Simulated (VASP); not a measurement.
# Ru in VASP: single point with PBEsol

Aim: the single point of Ru with PBEsol.

All numbers are computed with VASP 6.6.1; they aren't measurements. Logs are shortened: lines on timing, memory, paths and dates and some standing lists are left out, and cuts for length are marked.

## 1. The cell of the first run

The cell holds a slab with vacuum, 2 atoms: a = 2.690 Å, b = 2.690 Å, c = 18.125 Å, α = 90.00°, β = 90.00°, γ = 120.00°.

## 2. Single point, PBEsol

The input, INCAR:

```
PREC     = Accurate       # precision mode
ENCUT    = 520            # plane-wave cutoff, eV
EDIFF    = 1E-6           # SCF threshold, eV
ISMEAR   = -1             # smearing method
SIGMA    = 0.05           # smearing width, eV
LREAL    = False          # projectors in reciprocal space
LASPH    = True           # aspherical terms in the spheres
NELM     = 100            # most SCF steps
ALGO     = Normal         # electronic algorithm
ISIF     = 2              # what is computed and relaxed
LWAVE    = False          # write WAVECAR
LCHARG   = False          # write CHGCAR
LDIPOL   = True         
IDIPOL   = 3            
DIPOL    = 0.5 0.5 0.500
GGA      = PS             # functional
NBANDS   = 21             # bands
```

The input, KPOINTS:

```
Automatic mesh
0
Gamma
  15 15 1
```

The input, POSCAR:

```
Ru
1.0
    2.6901084693      0.0000000000      0.0000000000
   -1.3450542347      2.3297022734      0.0000000000
    0.0000000000      0.0000000000     18.1249000000
Ru
2
Direct
    0.8333333333      0.1666666667      0.4459471051
    0.1666666667      0.8333333333      0.5540528949
```

Potentials or basis: VASP PAW PBE potentials, release 64 (Ru_pv).

On the command line:

```console
> cat potpaw_PBE.64/Ru_pv/POTCAR > POTCAR
> mpirun -np 1 vasp_std > vasp.out
```

OUTCAR:

```text
PREC = Accurate
   ENCUT = 520
   EDIFF = 1E-6
   ISMEAR = -1
   LREAL = False
   LASPH = True
   NELM = 100
   ISIF = 2
   GGA = PS

 ion  position               nearest neighbor table
   1  0.833  0.167  0.446-   2 2.50   2 2.50   2 2.50
   2  0.167  0.833  0.554-   1 2.50   1 2.50   1 2.50

  LATTYP: Found a hexagonal cell.
 ALAT       =     2.6901084693
 C/A-ratio  =     6.7376093592

  Lattice vectors:

 A1 = (   2.6901084693,   0.0000000000,   0.0000000000)
 A2 = (  -1.3450542347,   2.3297022734,   0.0000000000)
 A3 = (   0.0000000000,   0.0000000000,  18.1249000000)

Analysis of symmetry for initial positions (statically):
=====================================================================
 Subroutine PRICEL returns:
 Original cell was already a primitive cell.

 Routine SETGRP: Setting up the symmetry group for a
 hexagonal supercell.

 Subroutine GETGRP returns: Found 12 space group operations
 (whereof  4 operations were pure point group operations)
 out of a pool of 24 trial point group operations.

The static configuration has the point symmetry C_2h.
 The point group associated with its full space group is D_3d.

Analysis of symmetry for dynamics (positions and initial velocities):
=====================================================================
 Subroutine PRICEL returns:
 Original cell was already a primitive cell.

 Routine SETGRP: Setting up the symmetry group for a
 hexagonal supercell.

 Subroutine GETGRP returns: Found 12 space group operations
 (whereof  4 operations were pure point group operations)
 out of a pool of 24 trial point group operations.

The dynamic configuration has the point symmetry C_2h.
 The point group associated with its full space group is D_3d.

 Subroutine INISYM returns: Found 12 space group operations
 (whereof  4 operations are pure point group operations),
 and found     1 'primitive' translations

----------------------------------------------------------------------------------------

                                     Primitive cell

  volume of cell :     113.5915

  direct lattice vectors                    reciprocal lattice vectors
     2.690108469  0.000000000  0.000000000     0.371732222  0.214619699  0.000000000
    -1.345054235  2.329702273  0.000000000     0.000000000  0.429239397  0.000000000
     0.000000000  0.000000000 18.124900000     0.000000000  0.000000000  0.055172718

  length of vectors
     2.690108469  2.690108469 18.124900000     0.429239397  0.429239397  0.055172718

  position of ions in fractional coordinates (direct lattice)
     0.833333333  0.166666667  0.445947105
     0.166666667  0.833333333  0.554052895

  ion indices of the primitive-cell ions
   primitive index   ion index
                 1           1
                 2           2

----------------------------------------------------------------------------------------

 KPOINTS: Automatic mesh

Automatic generation of k-mesh.
 Grid dimensions read from file:
 generate k-points for:   15   15    1

 Generating k-lattice:

  Cartesian coordinates                     Fractional coordinates (reciprocal lattice)
     0.024782148  0.014307980  0.000000000     0.066666667  0.000000000  0.000000000
     0.000000000  0.028615960  0.000000000     0.000000000  0.066666667  0.000000000
     0.000000000  0.000000000  0.055172718     0.000000000  0.000000000  1.000000000

  Length of vectors
     0.028615960  0.028615960  0.055172718

  Shift w.r.t. Gamma in fractional coordinates (k-lattice)
     0.000000000  0.000000000  0.000000000

 Subroutine IBZKPT returns following result:
 ===========================================

 Found     27 irreducible k-points:

 Following reciprocal coordinates:
            Coordinates               Weight
  0.000000  0.000000  0.000000      1.000000
  0.066667  0.000000  0.000000      6.000000
  0.133333  0.000000  0.000000      6.000000
  0.200000  0.000000  0.000000      6.000000
  0.266667  0.000000  0.000000      6.000000
  0.333333  0.000000  0.000000      6.000000
[... 16 lines left out ...]
  0.333333  0.200000  0.000000     12.000000
  0.400000  0.200000  0.000000      6.000000
 [... further k-points ...]
   k-points           NKPTS =     27   k-points in BZ     NKDIM =     27   number of bands    NBANDS=     21
   number of dos      NEDOS =    301   number of ions     NIONS =      2
   total plane-waves  NPLWV =  56000
   dimension x,y,z NGX =    20 NGY =   20 NGZ =  140
   dimension x,y,z NGXF=    40 NGYF=   40 NGZF=  280
   ions per type =               2
   NGX,Y,Z   is equivalent  to a cutoff of  12.36, 12.36, 12.84 a.u.
   NGXF,Y,Z  is equivalent  to a cutoff of  24.72, 24.72, 25.68 a.u.
 SYSTEM =  unknown system
   PREC   = accura    normal or accurate (medium, high low for compatibility)
   ISTART =      0    job   : 0-new  1-cont  2-samecut
   ICHARG =      2    charge: 1-file 2-atom 10-const
   ISPIN  =      1    spin polarized calculation?
   LNONCOLLINEAR =      F non collinear calculations
   LSORBIT =      F    spin-orbit coupling
   LASPH  =      T    aspherical Exc in radial PAW
   ENCUT  =  520.0 eV  38.22 Ry    6.18 a.u.   5.00  5.00 33.70*2*pi/ulx,y,z
   NELM   =    100;   NELMIN=  2; NELMDL= -5     # of ELM steps
   EDIFF  = 0.1E-05   stopping-criterion for ELM
   LREAL  =      F    real-space projection
   EDIFFG = 0.1E-04   stopping-criterion for IOM
   NSW    =      0    number of steps for IOM
   IBRION =     -1    ionic relax: 0-MD 1-quasi-New 2-CG
   NFREE  =      0    steps in history (QN), initial steepest desc. (CG)
   ISIF   =      2    stress and relaxation
   ISYM   =      2    0-nonsym 1-usesym 2-fastsym
   POTIM  = 0.5000    time-step for ionic-motion
   TEBEG  =    0.0;   TEEND  =   0.0 temperature during run
   PSTRESS=    0.0 pullay stress
   NELECT =      28.0000    total number of electrons
   NUPDOWN=      -1.0000    fix difference up-down
   EMIN   =  10.00;   EMAX   =-10.00  energy-range for DOS
   EFERMI =   0.00;   METHOD = LEGACY
   ISMEAR =    -1;   SIGMA  =   0.05  broadening in eV -4-tet -1-fermi 0-gaus
   EFERMI_NEDOS =   21; number of points for ismear=-14 and -15
   IALGO  =     38    algorithm
   IMIX   =      4    mixing-type and parameters
     AMIX     =   0.40;   BMIX     =  1.00
     AMIX_MAG =   1.60;   BMIX_MAG =  1.00
  volume/ion in A,a.u.               =      56.80       383.28
  Fermi-wavevector in a.u.,A,eV,Ry     =   1.026468  1.939744 14.335605  1.053637
  Thomas-Fermi vector in A             =   2.160363
   LORBIT       =      0    0 simple, 1 ext, 2 COOP (PROOUT), +10 PAW based schemes
   GGA     = PS    functional components
   LHFCALC =     F    Hartree Fock is set to
   AEXX    =    0.0000 exact exchange contribution
   IVDW    =     0    specifies the selected vdW correction
   LEPSILON=     F    determine dielectric tensor
   LRPA    =     F    only Hartree local field effects (RPA)
 non-spin polarized calculation
  energy-cutoff  :      520.00
  volume of cell :      113.59
 maximum number of plane-waves:      3105
 NGX is ok and might be reduce to    20
   NGX =  9   NGY =  9   NGZ = 67

 dipolmoment           0.000000      0.000000      0.000000 electrons x Angstroem

 number of electron      28.0000002 magnetization

 dipolmoment           0.000000      0.000000     -0.000000 electrons x Angstroem

 Free energy of the ion-electron system (eV)
  ---------------------------------------------------
  ext. energy  EPLUGINS =         0.00000000
  ---------------------------------------------------
  free energy    TOTEN  =       -18.05733447 eV

  energy without entropy =      -18.04110067  energy(sigma->0) =      -18.04921757

 E-fermi :  -0.7688     XC(G=0):  -4.4343

 val. band max:       -0.7754708178   @ k =   0.0667   0.0667   0.0000
 cond. band min:      -0.6755477354   @ k =   0.0667   0.0667   0.0000
 fundamental gap:      0.0999230824
 Fermi energy:        -0.7688318306

 k-point     1 :       0.0000    0.0000    0.0000
  band No.  band energies     occupation
      1     -44.2834      2.00000
      2     -43.4117      2.00000
      3     -43.4117      2.00000
      4     -43.3655      2.00000
      5     -43.2387      2.00000
      6     -43.2387      2.00000
[... 13 lines left out ...]
     20       4.2286      0.00000
     21       4.2920      0.00000

 k-point     2 :       0.0667    0.0000    0.0000
  band No.  band energies     occupation
      1     -44.2741      2.00000
      2     -43.4802      2.00000
      3     -43.4229      2.00000
      4     -43.3357      2.00000
      5     -43.2702      2.00000
      6     -43.2439      2.00000
[... 13 lines left out ...]
     20       4.3718      0.00000
     21       4.4168      0.00000

 k-point     3 :       0.1333    0.0000    0.0000
  band No.  band energies     occupation
      1     -44.2487      2.00000
      2     -43.6059      2.00000
      3     -43.4541      2.00000
      4     -43.3612      2.00000
      5     -43.3149      2.00000
      6     -43.2589      2.00000
[... 13 lines left out ...]
     20       4.7854      0.00000
     21       4.7967      0.00000

 k-point     4 :       0.2000    0.0000    0.0000
  band No.  band energies     occupation
      1     -44.2160      2.00000
      2     -43.7635      2.00000
      3     -43.4986      2.00000
      4     -43.4785      2.00000
      5     -43.3204      2.00000
      6     -43.2821      2.00000
[... 13 lines left out ...]
     20       5.3885      0.00000
     21       5.4779      0.00000

 k-point     5 :       0.2667    0.0000    0.0000
  band No.  band energies     occupation
      1     -44.1930      2.00000
      2     -43.9321      2.00000
      3     -43.5908      2.00000
      4     -43.5482      2.00000
      5     -43.3416      2.00000
      6     -43.3099      2.00000
[... 13 lines left out ...]
     20       6.2086      0.00000
     21       6.3857      0.00000

 k-point     6 :       0.3333    0.0000    0.0000
  band No.  band energies     occupation
      1     -44.2026      2.00000
      2     -44.0844      2.00000
      3     -43.6570      2.00000
      4     -43.5944      2.00000
      5     -43.3755      2.00000
      6     -43.3372      2.00000
[... 13 lines left out ...]
     20       7.2235      0.00000
     21       7.4988      0.00000

 k-point     7 :       0.4000    0.0000    0.0000
  band No.  band energies     occupation
      1     -44.2521      2.00000
      2     -44.1875      2.00000
      3     -43.6652      2.00000
      4     -43.6298      2.00000
      5     -43.4161      2.00000
      6     -43.3590      2.00000
[... 13 lines left out ...]
     20       8.2568      0.00000
     21       8.7721      0.00000
[... 291 lines left out ...]
      1     -44.2612      2.00000
      2     -44.1968      2.00000
      3     -43.7671      2.00000
      4     -43.6342      2.00000
      5     -43.4448      2.00000
      6     -43.4224      2.00000
[... 13 lines left out ...]
     20       7.5570      0.00000
     21       9.6004      0.00000

 k-point    21 :       0.2000    0.2000    0.0000
  band No.  band energies     occupation
      1     -44.1844      2.00000
      2     -44.0242      2.00000
      3     -43.7954      2.00000
      4     -43.5227      2.00000
      5     -43.4612      2.00000
      6     -43.3507      2.00000
[... 13 lines left out ...]
     20       7.5080      0.00000
     21       7.7769      0.00000

 k-point    22 :       0.2667    0.2000    0.0000
  band No.  band energies     occupation
      1     -44.1972      2.00000
      2     -44.0957      2.00000
      3     -43.8437      2.00000
      4     -43.5660      2.00000
      5     -43.5056      2.00000
      6     -43.3786      2.00000
[... 13 lines left out ...]
     20       8.6483      0.00000
     21       8.9885      0.00000

 k-point    23 :       0.3333    0.2000    0.0000
  band No.  band energies     occupation
      1     -44.2111      2.00000
      2     -44.1461      2.00000
      3     -43.8651      2.00000
      4     -43.6226      2.00000
      5     -43.4972      2.00000
      6     -43.4123      2.00000
[... 13 lines left out ...]
     20       8.3443      0.00000
     21       9.6023      0.00000

 k-point    24 :       0.4000    0.2000    0.0000
  band No.  band energies     occupation
      1     -44.2171      2.00000
      2     -44.1636      2.00000
      3     -43.8713      2.00000
      4     -43.6450      2.00000
      5     -43.4818      2.00000
      6     -43.4348      2.00000
[... 13 lines left out ...]
     20       7.7016      0.00000
     21       9.6041      0.00000

 [... further k-points ...]

------------------------ aborting loop because EDIFF is reached ----------------------------------------

 vacuum level on the upper side and lower side of the slab       (xc-potential included)        -0.090        -0.090

  FORCE on cell =-STRESS in cart. coord.  units (eV):
  Direction    XX          YY          ZZ          XY          YZ          ZX
  --------------------------------------------------------------------------------------
  -------------------------------------------------------------------------------------
  Total       -2.2056183     -2.2056183      0.0677434      0.0000000      0.0000000      0.0000000
  in kB      -31.1096482    -31.1096482      0.9555021      0.0000000      0.0000000      0.0000000
  external PRESSURE =     -20.4212648 kB  Pullay stress =       0.0000000 kB

 VOLUME and BASIS-vectors are now :
 -----------------------------------------------------------------------------
  energy-cutoff  :      520.00
  volume of cell :      113.59
      direct lattice vectors                 reciprocal lattice vectors
     2.690108469  0.000000000  0.000000000     0.371732222  0.214619699  0.000000000
    -1.345054235  2.329702273  0.000000000     0.000000000  0.429239397  0.000000000
     0.000000000  0.000000000 18.124900000     0.000000000  0.000000000  0.055172718

 POSITION                                       TOTAL-FORCE (eV/Angst)
 -----------------------------------------------------------------------------------
      2.01758      0.38828      8.08275         0.000000      0.000000     -0.048048
     -0.67253      1.94142     10.04215        -0.000000     -0.000000      0.048048
 -----------------------------------------------------------------------------------
    total drift:                               -0.000000      0.000000     -0.000000

  FREE ENERGIE OF THE ION-ELECTRON SYSTEM (eV)
  ---------------------------------------------------
  free  energy   TOTEN  =       -18.0573344727 eV

  energy  without entropy=      -18.0411006710  energy(sigma->0) =      -18.04921757

 vacuum level on the upper side and lower side of the slab         4.298         4.298
```

Wall time 1.7 min (1 thread of Intel Xeon Platinum 8259CL at 2.50GHz (Skylake/Cascade Lake), shared host); peak memory 0.24 GiB.

Results:

```
Free energy            : -18.0573 eV
Largest force          : 0.048 eV/Å
Band gap on the k mesh : zero (bands 14 and 15 overlap by 1.74 eV)
```

Forces on the atoms (eV/Å):
```
Ru   0.000  0.000 -0.048
Ru   0.000  0.000  0.048
```

Caveat: the PAW data sets were made with another functional, which shifts forces and pressure a little.
